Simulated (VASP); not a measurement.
Crystal: N.

```
CELL_PARAMETERS angstrom
3.96097 0.00000 0.00000
0.00000 3.96097 0.00000
0.00000 0.00000 5.13318
ATOMIC_POSITIONS crystal
N 0.90241 0.90241 0.00000
N 0.59759 0.40241 0.50000
N 0.09759 0.09759 0.00000
N 0.40241 0.59759 0.50000
```

Base run:

* Program: VASP 6.6.1
* Functional: PBE
* Potentials or basis: VASP PAW PBE potentials, release 64 (N)
* Cutoff: 520 eV
* k mesh: 4 × 4 × 4
* Occupations: gaussian, width 0.01 eV
* Spin: no spin polarisation

Its results: band gap on the k mesh 6.80 eV (least direct gap 7.04 eV); pressure 5.3 GPa; largest force 3.106 eV/Å.

Task: The run is repeated on the same cell with these changes: functional from PBE to PBE0; further incar settings from ALGO = Normal; EDIFF = 1e-07; NBANDS = 18 to ALGO = Normal; EDIFF = 1e-06; NBANDS = 18. What comes out?

Result: Band gap on the k mesh 9.87 eV (least direct gap 10.12 eV); pressure 2.7 GPa; largest force 1.443 eV/Å.

Caveats: the standard files for N, O and F lose accuracy on very short bonds; this functional lacks dispersion, which holds the molecules together, so the pressure and a relaxed volume are unreliable; the cell stands under pressure (at least some runs); forces of over 1 eV/Å act on the atoms, so gaps and moduli don't describe the material at rest (at least some runs); the PAW data sets were made with another functional, which shifts forces and pressure a little (at least some runs).

A k mesh can miss the band edges.
